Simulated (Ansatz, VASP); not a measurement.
## WC in VASP and in Ansatz

File INCAR:

```
SYSTEM = WC
PREC = Accurate
ENCUT = 520
EDIFF = 1E-6
ISMEAR = 0
SIGMA = 0.15
LREAL = .False.
LASPH = .True.
NELM = 80
ALGO = Normal
ISIF = 2
LWAVE = .False.
LCHARG = .False.
GGA = PE
NBANDS = 16
```

KPOINTS

```
regular mesh
0
Gamma
  24 24 22
  0 0 0
```

Contents of POSCAR:

```
WC
1.0
    2.9217716515      0.0000000000      0.0000000000
   -1.4608858258      2.5303284743      0.0000000000
    0.0000000000      0.0000000000      2.8470758817
W C
1 1
Direct
    0.0000000000      0.0000000000      0.0068843251
    0.6666666667      0.3333333333      0.3946287305
```

Input for Ansatz:

```yaml
crystal:
  lattice:
    - [2.9217716515, 0.0, 0.0]
    - [-1.4608858258, 2.5303284743, 0.0]
    - [0.0, 0.0, 2.8470758817]
  atoms:
    - { symbol: W, position: [0.0, 0.0, 0.0068843251] }
    - { symbol: C, position: [0.6666666667, 0.3333333333, 0.3946287305] }
basis:
  ecutwfc: 420
kpoints:
  mp_grid: { grid: [24, 24, 22] }
hamiltonian:
  xc: pbe
scf:
  occupations: { method: gaussian, width: 0.15 }
output:
  forces: true
  stress: true
  eigenvalues: true
```

Change from the starting cell: mode 4 (566.4 1/cm) frozen in, largest displacement -0.300 Å.

Alike in both runs: task single point; functional PBE; k mesh 24 × 24 × 22; occupations gaussian, width 0.15 eV; no spin polarisation.

```csv
,VASP,Ansatz
version,VASP 6.6.1,Ansatz 0.2.0
potentials or method,"VASP PAW PBE potentials, release 64 (W_sv, C), cutoff 520 eV","scalar-relativistic, plane waves, PAW"
valence electrons in the cell,18,18
```

|  | VASP | Ansatz | Ansatz less VASP |
| --- | --- | --- | --- |
| gap on the k mesh at the Fermi level (eV) | none | none | - |
| pressure (GPa) | 22.8 | 21.6 | -1.24 |
| traceless stress, the component that is largest in VASP (GPa) | 0.60 | 0.55 | -0.055 |
| rms of the force components (eV/Å) | 2.880 | 2.856 | -0.0242 |

Atom by atom the forces differ by 0.024 eV/Å (rms over components). A gap of «none» marks a metal or a gap that the smearing closes.

Neither program's run includes spin-orbit coupling.
